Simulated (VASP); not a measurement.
Crystal: Si.

```
Si
1.0
    -0.05363    2.72212    2.72212
     2.72212   -0.05363    2.72212
     2.66849    2.66849    0.00000
Si
2
Direct
  0.25247 0.25247 0.24753
  0.99753 0.99753 0.00247
```

This cell differs from its parent crystal: shear xy strain -3.9%.

Program: VASP 6.6.1. Alike in all runs: task single point; potentials or basis VASP PAW PBE potentials, release 64 (Si); no spin polarisation; cell as given; cutoff (eV) 520.

Q: Order these runs on this cell by their band gap on the k mesh, lowest first.
A. level PBE; k mesh 8 × 8 × 8; smearing fermi-dirac 0.02 eV
B. level HSE06; k mesh 6 × 6 × 6; smearing gaussian 0.01 eV; grid for exact exchange (PRECFOCK) Normal; screening parameter 0.2079 1/Å
C. level r2SCAN; k mesh 8 × 8 × 8; smearing gaussian 0.01 eV

A: A (0.26 eV), C (0.44 eV), B (0.82 eV).

A k mesh can miss the band edges.
